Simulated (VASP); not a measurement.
A run of VASP 6.6.1 is set up as follows.

INCAR

```
ALGO = Normal
DIPOL = 0.5 0.5 0.500
EDIFF = 1E-7
ENCUT = 520
GGA = PE
IDIPOL = 3
ISIF = 2
ISMEAR = 0
IVDW = 12
LASPH = True
LCHARG = True
LDIPOL = True
LELF = True
LREAL = False
LVACPOTAV = True
LVHAR = True
LWAVE = False
NBANDS = 28
NELM = 100
PREC = Accurate
SIGMA = 0.02
```

The input KPOINTS:

```
k-points
0
Gamma
  6 6 1
```

Contents of POSCAR:

```
SnO
1.0
    3.5150000000      0.0000000000      0.0000000000
    0.0000000000      3.5150000000      0.0000000000
    0.0000000000      0.0000000000     30.6334027786
Sn O
2 2
Direct
    0.5000000000      0.0000000000      0.4654298934
    0.0000000000      0.5000000000      0.5345701066
    0.0000000000      0.0000000000      0.5000000000
    0.5000000000      0.5000000000      0.5000000000
```

Potentials or basis: VASP PAW PBE potentials, release 64 (Sn_d, O).

Run with:

```sh
$ cat potpaw_PBE.64/Sn_d/POTCAR potpaw_PBE.64/O/POTCAR > POTCAR
$ mpirun -np 1 vasp_std > vasp.out
```

Q: Estimate the ionisation potential of the upper face.

A: 5.82 eV.

Q: What does it give for the largest force?

A: 6.136 eV/Å.

Forces on the atoms (eV/Å):
```
Sn   0.000  0.000 -6.136
Sn   0.000  0.000  6.136
O    0.000  0.000  0.000
O    0.000  0.000  0.000
```
